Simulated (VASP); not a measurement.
# NbP (I4_1md) in VASP: single point with PBEsol

Aim: the single point of NbP with PBEsol.

Everything below comes from runs of VASP 6.6.1. Logs are shortened: lines on timing, memory, paths and dates and some standing lists are left out, and cuts for length are marked.

## (1) The cell of the first run

The structure is tetragonal, space group I4_1md (No. 109). The conventional cell has a = 3.320 Å, b = 3.320 Å, c = 11.290 Å, α = 90.00°, β = 90.00°, γ = 90.00°. Nb (site symmetry 2mm) has 6 P at 2.52 Å and 4 Nb at 3.27 Å within 3.3 Å. P (site symmetry 2mm) has 6 Nb at 2.52 Å and 4 P at 3.27 Å within 3.3 Å.

## (2) Single point, PBEsol

Input file INCAR:

```
PREC = Accurate
ENCUT = 520
EDIFF = 1E-7
ISMEAR = 0
SIGMA = 0.1
LREAL = F
LASPH = T
NELM = 100
ALGO = Normal
ISIF = 2
LWAVE = F
LCHARG = T
GGA = PS
LELF = T
LVHAR = T
NBANDS = 26
```

Input file KPOINTS:

```
regular mesh
0
Gamma
  18 18 18
```

Input file POSCAR:

```
NbP
1.0
   -1.6601250183      1.6601250183      5.6451939434
    1.6601250183     -1.6601250183      5.6451939434
    1.6601250183      1.6601250183     -5.6451939434
Nb P
2 2
Direct
    0.7501874489      0.7501874489      0.0000000000
    0.5001874489      1.0001874489      0.5000000000
    0.3324411261      0.3324411261      0.0000000000
    0.0824411261      0.5824411261      0.5000000000
```

Potentials or basis: VASP PAW PBE potentials, release 64 (Nb_sv, P).

Command:

```bash
cat potpaw_PBE.64/Nb_sv/POTCAR potpaw_PBE.64/P/POTCAR > POTCAR
mpirun -np 1 vasp_std > vasp.out
```

OUTCAR:

```text
PREC = Accurate
   ENCUT = 520
   EDIFF = 1E-7
   ISMEAR = 0
   LREAL = F
   LASPH = T
   NELM = 100
   ISIF = 2
   GGA = PS

 ion  position               nearest neighbor table
   1  0.750  0.750  0.000-   4 2.52   4 2.52   3 2.52   3 2.52   3 2.52   3 2.52
   2  0.500  0.000  0.500-   3 2.52   3 2.52   4 2.52   4 2.52   4 2.52   4 2.52
   3  0.332  0.332  0.000-   2 2.52   2 2.52   1 2.52   1 2.52   1 2.52   1 2.52
   4  0.082  0.582  0.500-   1 2.52   1 2.52   2 2.52   2 2.52   2 2.52   2 2.52

  LATTYP: Found a body centered tetragonal cell.
 ALAT       =     3.3202500366
 C/A-ratio  =     3.4004631466

  Lattice vectors:

 A1 = (  -1.6601250183,   1.6601250183,   5.6451939434)
 A2 = (   1.6601250183,  -1.6601250183,   5.6451939434)
 A3 = (   1.6601250183,   1.6601250183,  -5.6451939434)

Analysis of symmetry for initial positions (statically):
=====================================================================
 Subroutine PRICEL returns:
 Original cell was already a primitive cell.

 Routine SETGRP: Setting up the symmetry group for a
 body centered tetragonal supercell.

 Subroutine GETGRP returns: Found  8 space group operations
 (whereof  4 operations were pure point group operations)
 out of a pool of 16 trial point group operations.

The static configuration has the point symmetry C_2v.
 The point group associated with its full space group is C_4v.

Analysis of symmetry for dynamics (positions and initial velocities):
=====================================================================
 Subroutine PRICEL returns:
 Original cell was already a primitive cell.

 Routine SETGRP: Setting up the symmetry group for a
 body centered tetragonal supercell.

 Subroutine GETGRP returns: Found  8 space group operations
 (whereof  4 operations were pure point group operations)
 out of a pool of 16 trial point group operations.

The dynamic configuration has the point symmetry C_2v.
 The point group associated with its full space group is C_4v.

 Subroutine INISYM returns: Found  8 space group operations
 (whereof  4 operations are pure point group operations),
 and found     1 'primitive' translations

----------------------------------------------------------------------------------------

                                     Primitive cell

  volume of cell :      62.2330

  direct lattice vectors                    reciprocal lattice vectors
    -1.660125018  1.660125018  5.645193943     0.000000000  0.301182137  0.088570916
     1.660125018 -1.660125018  5.645193943     0.301182137  0.000000000  0.088570916
     1.660125018  1.660125018 -5.645193943     0.301182137  0.301182137  0.000000000

  length of vectors
     6.113938568  6.113938568  6.113938568     0.313935482  0.313935482  0.425935862

  position of ions in fractional coordinates (direct lattice)
     0.750187449  0.750187449  0.000000000
     0.500187449  0.000187449  0.500000000
     0.332441126  0.332441126  0.000000000
     0.082441126  0.582441126  0.500000000

  ion indices of the primitive-cell ions
   primitive index   ion index
                 1           1
                 2           2
                 3           3
                 4           4

----------------------------------------------------------------------------------------

 KPOINTS: regular mesh

Automatic generation of k-mesh.
 Grid dimensions read from file:
 generate k-points for:   18   18   18

 Generating k-lattice:

  Cartesian coordinates                     Fractional coordinates (reciprocal lattice)
     0.000000000  0.016732341  0.004920606     0.055555556  0.000000000 -0.000000000
     0.016732341  0.000000000  0.004920606     0.000000000  0.055555556 -0.000000000
     0.016732341  0.016732341  0.000000000     0.000000000  0.000000000  0.055555556

  Length of vectors
     0.017440860  0.017440860  0.023663103

  Shift w.r.t. Gamma in fractional coordinates (k-lattice)
     0.000000000  0.000000000  0.000000000

 Subroutine IBZKPT returns following result:
 ===========================================

 Found    480 irreducible k-points:

 Following reciprocal coordinates:
            Coordinates               Weight
  0.000000  0.000000  0.000000      1.000000
  0.055556 -0.000000  0.000000      8.000000
  0.111111 -0.000000  0.000000      8.000000
  0.166667 -0.000000  0.000000      8.000000
  0.222222  0.000000 -0.000000      8.000000
  0.277778  0.000000  0.000000      8.000000
[... 16 lines left out ...]
 -0.277778  0.055556  0.000000     16.000000
 -0.222222  0.055556  0.000000     16.000000
 [... further k-points ...]
   k-points           NKPTS =    480   k-points in BZ     NKDIM =    480   number of bands    NBANDS=     26
   number of dos      NEDOS =    301   number of ions     NIONS =      4
   total plane-waves  NPLWV = 110592
   dimension x,y,z NGX =    48 NGY =   48 NGZ =   48
   dimension x,y,z NGXF=    96 NGYF=   96 NGZF=   96
   ions per type =               2   2
   NGX,Y,Z   is equivalent  to a cutoff of  13.05, 13.05, 13.05 a.u.
   NGXF,Y,Z  is equivalent  to a cutoff of  26.10, 26.10, 26.10 a.u.
 SYSTEM =  unknown system
   PREC   = accura    normal or accurate (medium, high low for compatibility)
   ISTART =      0    job   : 0-new  1-cont  2-samecut
   ICHARG =      2    charge: 1-file 2-atom 10-const
   ISPIN  =      1    spin polarized calculation?
   LNONCOLLINEAR =      F non collinear calculations
   LSORBIT =      F    spin-orbit coupling
   LASPH  =      T    aspherical Exc in radial PAW
   ENCUT  =  520.0 eV  38.22 Ry    6.18 a.u.  11.37 11.37 11.37*2*pi/ulx,y,z
   NELM   =    100;   NELMIN=  2; NELMDL= -5     # of ELM steps
   EDIFF  = 0.1E-06   stopping-criterion for ELM
   LREAL  =      F    real-space projection
   EDIFFG = 0.1E-05   stopping-criterion for IOM
   NSW    =      0    number of steps for IOM
   IBRION =     -1    ionic relax: 0-MD 1-quasi-New 2-CG
   NFREE  =      0    steps in history (QN), initial steepest desc. (CG)
   ISIF   =      2    stress and relaxation
   ISYM   =      2    0-nonsym 1-usesym 2-fastsym
   POTIM  = 0.5000    time-step for ionic-motion
   TEBEG  =    0.0;   TEEND  =   0.0 temperature during run
   PSTRESS=    0.0 pullay stress
   NELECT =      36.0000    total number of electrons
   NUPDOWN=      -1.0000    fix difference up-down
   EMIN   =  10.00;   EMAX   =-10.00  energy-range for DOS
   EFERMI =   0.00;   METHOD = LEGACY
   ISMEAR =     0;   SIGMA  =   0.10  broadening in eV -4-tet -1-fermi 0-gaus
   EFERMI_NEDOS =   21; number of points for ismear=-14 and -15
   IALGO  =     38    algorithm
   IMIX   =      4    mixing-type and parameters
     AMIX     =   0.40;   BMIX     =  1.00
     AMIX_MAG =   1.60;   BMIX_MAG =  1.00
  volume/ion in A,a.u.               =      15.56       104.99
  Fermi-wavevector in a.u.,A,eV,Ry     =   1.364066  2.577712 25.316050  1.860677
  Thomas-Fermi vector in A             =   2.490415
   LORBIT       =      0    0 simple, 1 ext, 2 COOP (PROOUT), +10 PAW based schemes
   GGA     = PS    functional components
   LHFCALC =     F    Hartree Fock is set to
   AEXX    =    0.0000 exact exchange contribution
   IVDW    =     0    specifies the selected vdW correction
   LEPSILON=     F    determine dielectric tensor
   LRPA    =     F    only Hartree local field effects (RPA)
 non-spin polarized calculation
 Gauss-broadening in eV      SIGMA  =   0.10
  energy-cutoff  :      520.00
  volume of cell :       62.23
 maximum number of plane-waves:      1708
 NGX is ok and might be reduce to    48
   NGX = 23   NGY = 23   NGZ = 23

 number of electron      36.0000001 magnetization

 Free energy of the ion-electron system (eV)
  ---------------------------------------------------
  ext. energy  EPLUGINS =         0.00000000
  ---------------------------------------------------
  free energy    TOTEN  =       -37.84125613 eV

  energy without entropy =      -37.83916525  energy(sigma->0) =      -37.84021069

 E-fermi :  10.9181     XC(G=0): -12.2681

 val. band max:       10.9153004548   @ k =  -0.0556   0.5000   0.0556
 cond. band min:      10.9272180347   @ k =  -0.2222   0.2778   0.2222
 fundamental gap:      0.0119175798
 Fermi energy:        10.9180686460

 k-point     1 :       0.0000    0.0000    0.0000
  band No.  band energies     occupation
      1     -43.8204      2.00000
      2     -43.7747      2.00000
      3     -20.1647      2.00000
      4     -19.9263      2.00000
      5     -19.9263      2.00000
      6     -19.7710      2.00000
[... 18 lines left out ...]
     25      15.1390      0.00000
     26      15.1390      0.00000

 k-point     2 :       0.0556   -0.0000    0.0000
  band No.  band energies     occupation
      1     -43.8195      2.00000
      2     -43.7743      2.00000
      3     -20.1613      2.00000
      4     -19.9359      2.00000
      5     -19.9256      2.00000
      6     -19.7806      2.00000
[... 18 lines left out ...]
     25      15.1192      0.00000
     26      15.3040      0.00000

 k-point     3 :       0.1111   -0.0000    0.0000
  band No.  band energies     occupation
      1     -43.8170      2.00000
      2     -43.7734      2.00000
      3     -20.1520      2.00000
      4     -19.9629      2.00000
      5     -19.9235      2.00000
      6     -19.8069      2.00000
[... 18 lines left out ...]
     25      15.2616      0.00000
     26      15.7269      0.00000

 k-point     4 :       0.1667   -0.0000    0.0000
  band No.  band energies     occupation
      1     -43.8131      2.00000
      2     -43.7720      2.00000
      3     -20.1391      2.00000
      4     -20.0022      2.00000
      5     -19.9202      2.00000
      6     -19.8452      2.00000
[... 18 lines left out ...]
     25      15.5596      0.00000
     26      16.2735      0.00000
[... 496 lines left out ...]
      1     -43.7973      2.00000
      2     -43.7667      2.00000
      3     -20.1852      2.00000
      4     -20.0592      2.00000
      5     -19.9663      2.00000
      6     -19.9162      2.00000
[... 18 lines left out ...]
     25      15.8598      0.00000
     26      17.4708      0.00000

 k-point    23 :      -0.2778    0.0556    0.0000
  band No.  band energies     occupation
      1     -43.8026      2.00000
      2     -43.7679      2.00000
      3     -20.1469      2.00000
      4     -20.0608      2.00000
      5     -19.9337      2.00000
      6     -19.9202      2.00000
[... 18 lines left out ...]
     25      16.0141      0.00000
     26      17.1654      0.00000

 k-point    24 :      -0.2222    0.0556    0.0000
  band No.  band energies     occupation
      1     -43.8079      2.00000
      2     -43.7695      2.00000
      3     -20.1319      2.00000
      4     -20.0416      2.00000
      5     -19.9248      2.00000
      6     -19.8896      2.00000
[... 18 lines left out ...]
     25      15.9202      0.00000
     26      16.7073      0.00000

 [... further k-points ...]

------------------------ aborting loop because EDIFF is reached ----------------------------------------

  FORCE on cell =-STRESS in cart. coord.  units (eV):
  Direction    XX          YY          ZZ          XY          YZ          ZX
  --------------------------------------------------------------------------------------
  -------------------------------------------------------------------------------------
  Total       -0.0891206     -0.0891206     -0.1039048      0.0000000      0.0000000      0.0000000
  in kB       -2.2943950     -2.2943950     -2.6750123      0.0000000      0.0000000      0.0000000
  external PRESSURE =      -2.4212674 kB  Pullay stress =       0.0000000 kB

 VOLUME and BASIS-vectors are now :
 -----------------------------------------------------------------------------
  energy-cutoff  :      520.00
  volume of cell :       62.23
      direct lattice vectors                 reciprocal lattice vectors
    -1.660125018  1.660125018  5.645193943     0.000000000  0.301182137  0.088570916
     1.660125018 -1.660125018  5.645193943     0.301182137  0.000000000  0.088570916
     1.660125018  1.660125018 -5.645193943     0.301182137  0.301182137  0.000000000

 POSITION                                       TOTAL-FORCE (eV/Angst)
 -----------------------------------------------------------------------------------
      0.00000      0.00000      8.46991        -0.000000      0.000000     -0.002772
      0.00000      1.66013      0.00212         0.000000     -0.000000     -0.002772
      0.00000      0.00000      3.75339         0.000000     -0.000000      0.002772
      1.66013      0.00000      0.93079        -0.000000      0.000000      0.002772
 -----------------------------------------------------------------------------------
    total drift:                                0.000000      0.000000     -0.000131

  FREE ENERGIE OF THE ION-ELECTRON SYSTEM (eV)
  ---------------------------------------------------
  free  energy   TOTEN  =       -37.8412561284 eV

  energy  without entropy=      -37.8391652477  energy(sigma->0) =      -37.84021069
```

It took 19 min on 1 thread of Intel Xeon 6975P-C (Granite Rapids), shared host; peak memory 0.81 GiB.

Results:

| Item | Value |
| --- | --- |
| Free energy | -37.8413 eV |
| Pressure | -0.2 GPa |
| Band gap on the k mesh | zero (band 18 reaches 10.99 eV, above the bottom of band 19 at 10.90 eV) |

Forces in eV/Å, atoms in the order of the input:
```
Nb   0.000  0.000 -0.003
Nb   0.000  0.000 -0.003
P    0.000  0.000  0.003
P    0.000  0.000  0.003
```

Caveat: the PAW data sets were made with another functional, which shifts forces and pressure a little.
